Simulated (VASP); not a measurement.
# CaAl2Sb2 in VASP: a series of runs

The runs below take CaAl2Sb2 through single point, relaxation of cell and atoms, with PBE.

Program: VASP 6.6.1. These are calculated values, not measurements. Logs are shortened: lines on timing, memory, paths and dates and some standing lists are left out, and cuts for length are marked.

**1. The cell of the first run**

It takes space group P-3m1 (No. 164, trigonal). Conventional cell: a = 5.028 Å, b = 5.028 Å, c = 6.008 Å, α = 90.00°, β = 90.00°, γ = 120.00°. Within 4.3 Å of Ca (site symmetry -3m) lie 6 Sb at 3.29 Å and 6 Al at 3.36 Å. Within 3.7 Å of Al (site symmetry 3m) lie 5 Sb at 2.77 to 3.24 Å and 3 Ca at 3.36 Å. Sb (site symmetry 3m) has 5 Al at 2.77 to 3.24 Å and 3 Ca at 3.29 Å within 3.7 Å.

**2. Single point, PBE**

The input, INCAR:

```
SYSTEM = CaAl2Sb2
ALGO = Normal ; EDIFF = 1E-7
ENCUT = 520 ; GGA = PE
ISIF = 2 ; ISMEAR = -1
LASPH = .TRUE. ; LCHARG = .TRUE.
LELF = .TRUE. ; LREAL = .FALSE.
LVHAR = .TRUE. ; LWAVE = .FALSE.
NBANDS = 21 ; NELM = 60
PREC = Accurate ; SIGMA = 0.1
```

The input, KPOINTS:

```
k-points
0
G
  5 5 3
  0 0 0
```

The input, POSCAR:

```
CaAl2Sb2
1.0
    5.0277686272     -0.0000003226      0.0000000000
   -2.5138840342      4.3541755168      0.0000000000
    0.0000000000      0.0000000000      6.0080568471
Ca Al Sb
1 2 2
Direct
    0.0000000000      0.0000000000      0.0000000000
    0.3333333333      0.6666666667      0.7199051910
    0.6666666667      0.3333333333      0.2800948090
    0.3333333333      0.6666666667      0.2584056616
    0.6666666667      0.3333333333      0.7415943384
```

Potentials or basis: VASP PAW PBE potentials, release 64 (Ca_sv, Al, Sb).

On the command line:

```console
> cat potpaw_PBE.64/Ca_sv/POTCAR potpaw_PBE.64/Al/POTCAR potpaw_PBE.64/Sb/POTCAR > POTCAR
> mpirun -np 1 vasp_std > vasp.out
```

OUTCAR:

```text
SYSTEM = CaAl2Sb2
   EDIFF = 1E-7
   ENCUT = 520
   GGA = PE
   ISIF = 2
   ISMEAR = -1
   LASPH = .TRUE.
   LREAL = .FALSE.
   NELM = 60
   PREC = Accurate

 ion  position               nearest neighbor table
   1  0.000  0.000  0.000-   4 3.29   5 3.29   4 3.29   5 3.29   5 3.29   4 3.29
   2  0.333  0.667  0.720-   4 2.77   5 2.91   5 2.91   5 2.91   4 3.24
   3  0.667  0.333  0.280-   5 2.77   4 2.91   4 2.91   4 2.91   5 3.24
   4  0.333  0.667  0.258-   2 2.77   3 2.91   3 2.91   3 2.91   2 3.24   1 3.29   1 3.29   1 3.29

   5  0.667  0.333  0.742-   3 2.77   2 2.91   2 2.91   2 2.91   3 3.24   1 3.29   1 3.29   1 3.29

  LATTYP: Found a hexagonal cell.
 ALAT       =     5.0277686272
 C/A-ratio  =     1.1949748074

  Lattice vectors:

 A1 = (   5.0277686272,  -0.0000003226,   0.0000000000)
 A2 = (  -2.5138840342,   4.3541755168,   0.0000000000)
 A3 = (   0.0000000000,   0.0000000000,   6.0080568471)

Analysis of symmetry for initial positions (statically):
=====================================================================
 Subroutine PRICEL returns:
 Original cell was already a primitive cell.

 Routine SETGRP: Setting up the symmetry group for a
 hexagonal supercell.

 Subroutine GETGRP returns: Found 12 space group operations
 (whereof 12 operations were pure point group operations)
 out of a pool of 24 trial point group operations.

The static configuration has the point symmetry D_3d.

Analysis of symmetry for dynamics (positions and initial velocities):
=====================================================================
 Subroutine PRICEL returns:
 Original cell was already a primitive cell.

 Routine SETGRP: Setting up the symmetry group for a
 hexagonal supercell.

 Subroutine GETGRP returns: Found 12 space group operations
 (whereof 12 operations were pure point group operations)
 out of a pool of 24 trial point group operations.

The dynamic configuration has the point symmetry D_3d.

 Subroutine INISYM returns: Found 12 space group operations
 (whereof 12 operations are pure point group operations),
 and found     1 'primitive' translations

----------------------------------------------------------------------------------------

                                     Primitive cell

  volume of cell :     131.5271

  direct lattice vectors                    reciprocal lattice vectors
     5.027768627 -0.000000323  0.000000000     0.198895397  0.114832294  0.000000000
    -2.513884034  4.354175517  0.000000000     0.000000015  0.229664613  0.000000000
     0.000000000  0.000000000  6.008056847     0.000000000  0.000000000  0.166443165

  length of vectors
     5.027768627  5.027768627  6.008056847     0.229664613  0.229664613  0.166443165

  position of ions in fractional coordinates (direct lattice)
     0.000000000  0.000000000  0.000000000
     0.333333333  0.666666667  0.719905191
     0.666666667  0.333333333  0.280094809
     0.333333333  0.666666667  0.258405662
     0.666666667  0.333333333  0.741594338

  ion indices of the primitive-cell ions
   primitive index   ion index
                 1           1
                 2           2
                 3           3
                 4           4
                 5           5

----------------------------------------------------------------------------------------

 KPOINTS: k-points

Automatic generation of k-mesh.
 Grid dimensions read from file:
 generate k-points for:    5    5    3

 Generating k-lattice:

  Cartesian coordinates                     Fractional coordinates (reciprocal lattice)
     0.039779079  0.022966459  0.000000000     0.200000000  0.000000000  0.000000000
     0.000000003  0.045932923  0.000000000     0.000000000  0.200000000  0.000000000
     0.000000000  0.000000000  0.055481055     0.000000000  0.000000000  0.333333333

  Length of vectors
     0.045932923  0.045932923  0.055481055

  Shift w.r.t. Gamma in fractional coordinates (k-lattice)
     0.000000000  0.000000000  0.000000000

 Subroutine IBZKPT returns following result:
 ===========================================

 Found     12 irreducible k-points:

 Following reciprocal coordinates:
            Coordinates               Weight
  0.000000  0.000000  0.000000      1.000000
  0.200000  0.000000  0.000000      6.000000
  0.400000  0.000000  0.000000      6.000000
  0.200000  0.200000  0.000000      6.000000
  0.400000  0.200000  0.000000      6.000000
  0.000000  0.000000  0.333333      2.000000
  0.200000  0.000000  0.333333      6.000000
  0.000000  0.200000  0.333333      6.000000
  0.400000  0.000000  0.333333      6.000000
  0.000000  0.400000  0.333333      6.000000
  0.200000  0.200000  0.333333     12.000000
  0.400000  0.200000  0.333333     12.000000
   k-points           NKPTS =     12   k-points in BZ     NKDIM =     12   number of bands    NBANDS=     21
   number of dos      NEDOS =    301   number of ions     NIONS =      5
   total plane-waves  NPLWV =  76800
   dimension x,y,z NGX =    40 NGY =   40 NGZ =   48
   dimension x,y,z NGXF=    80 NGYF=   80 NGZF=   96
   ions per type =               1   2   2
   NGX,Y,Z   is equivalent  to a cutoff of  13.23, 13.23, 13.28 a.u.
   NGXF,Y,Z  is equivalent  to a cutoff of  26.45, 26.45, 26.56 a.u.
 SYSTEM =  CaAl2Sb2
   PREC   = accura    normal or accurate (medium, high low for compatibility)
   ISTART =      0    job   : 0-new  1-cont  2-samecut
   ICHARG =      2    charge: 1-file 2-atom 10-const
   ISPIN  =      1    spin polarized calculation?
   LNONCOLLINEAR =      F non collinear calculations
   LSORBIT =      F    spin-orbit coupling
   LASPH  =      T    aspherical Exc in radial PAW
   ENCUT  =  520.0 eV  38.22 Ry    6.18 a.u.   9.35  9.35 11.17*2*pi/ulx,y,z
   NELM   =     60;   NELMIN=  2; NELMDL= -5     # of ELM steps
   EDIFF  = 0.1E-06   stopping-criterion for ELM
   LREAL  =      F    real-space projection
   EDIFFG = 0.1E-05   stopping-criterion for IOM
   NSW    =      0    number of steps for IOM
   IBRION =     -1    ionic relax: 0-MD 1-quasi-New 2-CG
   NFREE  =      0    steps in history (QN), initial steepest desc. (CG)
   ISIF   =      2    stress and relaxation
   ISYM   =      2    0-nonsym 1-usesym 2-fastsym
   POTIM  = 0.5000    time-step for ionic-motion
   TEBEG  =    0.0;   TEEND  =   0.0 temperature during run
   PSTRESS=    0.0 pullay stress
   NELECT =      26.0000    total number of electrons
   NUPDOWN=      -1.0000    fix difference up-down
   EMIN   =  10.00;   EMAX   =-10.00  energy-range for DOS
   EFERMI =   0.00;   METHOD = LEGACY
   ISMEAR =    -1;   SIGMA  =   0.10  broadening in eV -4-tet -1-fermi 0-gaus
   EFERMI_NEDOS =   21; number of points for ismear=-14 and -15
   IALGO  =     38    algorithm
   IMIX   =      4    mixing-type and parameters
     AMIX     =   0.40;   BMIX     =  1.00
     AMIX_MAG =   1.60;   BMIX_MAG =  1.00
  volume/ion in A,a.u.               =      26.31       177.52
  Fermi-wavevector in a.u.,A,eV,Ry     =   0.953661  1.802159 12.374091  0.909470
  Thomas-Fermi vector in A             =   2.082337
   LORBIT       =      0    0 simple, 1 ext, 2 COOP (PROOUT), +10 PAW based schemes
   GGA     = PE    functional components
   LHFCALC =     F    Hartree Fock is set to
   AEXX    =    0.0000 exact exchange contribution
   IVDW    =     0    specifies the selected vdW correction
   LEPSILON=     F    determine dielectric tensor
   LRPA    =     F    only Hartree local field effects (RPA)
 non-spin polarized calculation
  energy-cutoff  :      520.00
  volume of cell :      131.53
 maximum number of plane-waves:      3599
 NGX is ok and might be reduce to    40
   NGX = 19   NGY = 19   NGZ = 23

 number of electron      26.0000000 magnetization

 Free energy of the ion-electron system (eV)
  ---------------------------------------------------
  ext. energy  EPLUGINS =         0.00000000
  ---------------------------------------------------
  free energy    TOTEN  =       -19.09423207 eV

  energy without entropy =      -19.04287023  energy(sigma->0) =      -19.06855115

 E-fermi :   5.9858     XC(G=0):  -9.2377

 val. band max:        5.8831142532   @ k =   0.4000   0.2000   0.3333
 cond. band min:       6.0216505028   @ k =   0.2000   0.2000   0.0000
 fundamental gap:      0.1385362496
 Fermi energy:         5.9857981655

 k-point     1 :       0.0000    0.0000    0.0000
  band No.  band energies     occupation
      1     -35.5695      2.00000
      2     -16.6253      2.00000
      3     -16.6025      2.00000
      4     -16.6025      2.00000
      5      -5.1784      2.00000
      6      -2.9134      2.00000
[... 13 lines left out ...]
     20       8.4264      0.00000
     21       8.4264      0.00000

 k-point     2 :       0.2000    0.0000    0.0000
  band No.  band energies     occupation
      1     -35.5693      2.00000
      2     -16.6242      2.00000
      3     -16.6076      2.00000
      4     -16.6035      2.00000
      5      -4.9388      2.00000
      6      -2.9699      2.00000
[... 13 lines left out ...]
     20       8.8509      0.00000
     21       9.4215      0.00000

 k-point     3 :       0.4000    0.0000    0.0000
  band No.  band energies     occupation
      1     -35.5691      2.00000
      2     -16.6226      2.00000
      3     -16.6159      2.00000
      4     -16.6053      2.00000
      5      -4.3467      2.00000
      6      -3.3081      2.00000
[... 13 lines left out ...]
     20       9.7772      0.00000
     21      10.5293      0.00000
[... 169 lines left out ...]
 k-point    11 :       0.2000    0.2000    0.3333
  band No.  band energies     occupation
      1     -35.5691      2.00000
      2     -16.6233      2.00000
      3     -16.6129      2.00000
      4     -16.6063      2.00000
      5      -4.2054      2.00000
      6      -3.4692      2.00000
[... 13 lines left out ...]
     20       9.5710      0.00000
     21       9.6911      0.00000

 k-point    12 :       0.4000    0.2000    0.3333
  band No.  band energies     occupation
      1     -35.5690      2.00000
      2     -16.6224      2.00000
      3     -16.6154      2.00000
      4     -16.6088      2.00000
      5      -3.8152      2.00000
      6      -3.5233      2.00000
[... 13 lines left out ...]
     20      10.0915      0.00000
     21      10.1490      0.00000

------------------------ aborting loop because EDIFF is reached ----------------------------------------

  FORCE on cell =-STRESS in cart. coord.  units (eV):
  Direction    XX          YY          ZZ          XY          YZ          ZX
  --------------------------------------------------------------------------------------
  -------------------------------------------------------------------------------------
  Total        0.1249435      0.1249435      0.0966809      0.0000000      0.0000000     -0.0000000
  in kB        1.5219806      1.5219806      1.1777036      0.0000000      0.0000000     -0.0000000
  external PRESSURE =       1.4072216 kB  Pullay stress =       0.0000000 kB

 VOLUME and BASIS-vectors are now :
 -----------------------------------------------------------------------------
  energy-cutoff  :      520.00
  volume of cell :      131.53
      direct lattice vectors                 reciprocal lattice vectors
     5.027768627 -0.000000323  0.000000000     0.198895397  0.114832294  0.000000000
    -2.513884034  4.354175517  0.000000000     0.000000015  0.229664613  0.000000000
     0.000000000  0.000000000  6.008056847     0.000000000  0.000000000  0.166443165

 POSITION                                       TOTAL-FORCE (eV/Angst)
 -----------------------------------------------------------------------------------
      0.00000      0.00000      0.00000        -0.000000     -0.000000      0.000000
      0.00000      2.90278      4.32523         0.000000      0.000000      0.009271
      2.51388      1.45139      1.68283        -0.000000      0.000000     -0.009271
      0.00000      2.90278      1.55252        -0.000000      0.000000     -0.001212
      2.51388      1.45139      4.45554         0.000000     -0.000000      0.001212
 -----------------------------------------------------------------------------------
    total drift:                                0.000000     -0.000000     -0.000000

  FREE ENERGIE OF THE ION-ELECTRON SYSTEM (eV)
  ---------------------------------------------------
  free  energy   TOTEN  =       -19.0942320724 eV

  energy  without entropy=      -19.0428702309  energy(sigma->0) =      -19.06855115
```

It took 52 s on 1 thread of Intel Xeon Platinum 8259CL at 2.50GHz (Skylake/Cascade Lake), shared host; peak memory 0.27 GiB.

What came out:

| Item | Value |
| --- | --- |
| Free energy | -19.0942 eV |
| Pressure | 0.1 GPa |
| Largest force | 0.009 eV/Å |
| Band gap on the k mesh | zero (bands 13 and 14 overlap by 0.49 eV) |

Forces on the atoms (eV/Å):
```
Ca   0.000  0.000  0.000
Al   0.000  0.000  0.009
Al   0.000  0.000 -0.009
Sb   0.000  0.000 -0.001
Sb   0.000  0.000  0.001
```

Caveat: spin-orbit coupling is left out, which moves the levels of the heavy elements.

**3. Relaxation of cell and atoms, PBE**

This run uses another cell than the first one, of 27.10 Å³/atom.

The input, INCAR:

```
PREC = Accurate
ENCUT = 600
EDIFF = 1E-6
ISMEAR = -1
SIGMA = 0.1
LREAL = F
LASPH = T
NELM = 100
ALGO = Normal
ISIF = 3
LWAVE = F
LCHARG = F
GGA = PE
IBRION = 2
NSW = 60
EDIFFG = -0.01
```

The input, KPOINTS:

```
Automatic mesh
0
Gamma
  5 5 3
```

The input, POSCAR:

```
CaAl2Sb2
1.0
    4.4986830000      0.0000000000      0.0000000000
   -2.2493410000      3.8959780000      0.0000000000
    0.0000000000      0.0000000000      7.7314340000
Ca Al Sb
1 2 2
Direct
    0.0000000000      0.0000000000      0.0000000000
    0.3333000000      0.6667000000      0.6293000000
    0.6667000000      0.3333000000      0.3707000000
    0.3333000000      0.6667000000      0.2621700000
    0.6667000000      0.3333000000      0.7378300000
```

Potentials or basis: VASP PAW PBE potentials, release 64 (Ca_sv, Al, Sb).

On the command line:

```console
> cat potpaw_PBE.64/Ca_sv/POTCAR potpaw_PBE.64/Al/POTCAR potpaw_PBE.64/Sb/POTCAR > POTCAR
> mpirun -np 1 vasp_std > vasp.out
```

Run time: 35 min. Hardware: 1 thread of Intel Xeon Platinum 8259CL at 2.50GHz (Skylake/Cascade Lake), shared host; peak memory 0.35 GiB.

Results (log left out):

- Free energy: -19.0937 eV
- Relaxed volume: 26.37 Å³/atom
- Relaxed cell: a = 5.031 Å, b = 5.031 Å, c = 6.010 Å, α = 90.01°, β = 89.99°, γ = 119.91°
- Space group after relaxing (to 0.1 Å): P-3m1 (No. 164)
- Energy gained by relaxing: 79.0 meV/atom
- Ionic steps: 49
- Pressure after relaxing: 0.0 GPa
- Band gap on the k mesh: zero (bands 13 and 14 overlap by 0.49 eV)

Step by step:
```
step  energy change (eV)  largest force (eV/Å)  pressure (GPa)  volume (Å³)
   1              0.0000                0.2790            2.11       135.51
   3             -0.0683                0.0718           -0.39       143.64
   5             -0.1050                0.3205            0.26       141.14
   7             -0.1168                0.5118            0.84       139.37
   9             -0.1268                0.6766            1.16       138.18
  11             -0.1549                0.7940            0.76       138.57
  13             -0.2058                0.4699           -0.24       140.60
  15             -0.2167                0.2507           -0.95       142.29
  17             -0.2494                0.2651           -0.14       138.48
  19             -0.2543                0.2905            0.38       136.37
  21             -0.2841                0.2301            0.40       135.58
  23             -0.2957                0.0647           -0.57       137.79
  25             -0.3378                0.0691           -0.21       134.15
  27             -0.3662                0.1018            0.27       131.51
  29             -0.3712                0.1434            0.55       130.43
  31             -0.3777                0.1676            0.69       129.78
  33             -0.3876                0.1101            0.31       130.85
  35             -0.3928                0.0539           -0.20       132.40
  37             -0.3939                0.0694           -0.02       131.93
  39             -0.3940                0.0762            0.05       131.73
  41             -0.3948                0.0245            0.05       131.70
  43             -0.3950                0.0204            0.06       131.68
  45             -0.3950                0.0163           -0.03       131.92
  47             -0.3951                0.0101            0.01       131.85
  49             -0.3952                0.0018            0.01       131.87
```

Final structure:
```xyz
5
Lattice="5.0314 0.0039 0.0004 -2.5123 4.3593 -0.0004 0.0007 -0.0004 6.0095" Properties=species:S:1:pos:R:3 pbc="T T T"
Ca    0.0000    0.0000    0.0000
Al    0.0020    2.9076    4.3312
Al    2.5177    1.4552    1.6783
Sb    0.0021    2.9076    1.5545
Sb    2.5177    1.4552    4.4550
```

Levels at points of the mesh, in eV from the Fermi level:
```csv
k point,band 10,band 11,band 12,band 13,band 14,band 15,band 16,band 17
"(0.00, 0.00, 0.00)",-3.30,-1.14,-1.14,-0.66,-0.59,0.85,0.86,0.98
```

Caveat: a cell axis changed by over 15 % at a fixed basis, so the end point is rough; spin-orbit coupling is left out, which moves the levels of the heavy elements.
